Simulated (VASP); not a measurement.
Here is a VASP 6.6.1 calculation.

File INCAR:

```
SYSTEM = PbSe
PREC = Accurate ; ENCUT = 520
EDIFF = 1E-6 ; ISMEAR = -1
SIGMA = 0.05 ; LREAL = .False.
LASPH = .True. ; NELM = 60
ALGO = Normal ; ISIF = 2
LWAVE = .False. ; LCHARG = .False.
GGA = RE ; NBANDS = 17
```

Contents of KPOINTS:

```
regular mesh
0
Gamma
  7 7 7
  0 0 0
```

The input POSCAR:

```
PbSe
1.0
    3.7843220000      0.0000000000      0.0000000000
    0.0000000000      3.7843220000      0.0000000000
    0.0000000000      0.0000000000      3.7843220000
Pb Se
1 1
Direct
    0.0000000000      0.0000000000      0.0000000000
    0.5000000000      0.5000000000      0.5000000000
```

Potentials or basis: VASP PAW PBE potentials, release 64 (Pb_d, Se).

Command:

```console
$ cat potpaw_PBE.64/Pb_d/POTCAR potpaw_PBE.64/Se/POTCAR > POTCAR
$ mpirun -np 1 vasp_std > vasp.out
```

**Question.** Estimate the pressure.

**Answer.** 1.2 GPa.

**Question.** What does it give for the band gap on the k mesh?

**Answer.** Zero (band 10 reaches 5.39 eV, above the bottom of band 11 at 5.30 eV).

Caveat: the PAW data sets were made with another functional, which shifts forces and pressure a little; spin-orbit coupling is left out, which moves the levels of the heavy elements.
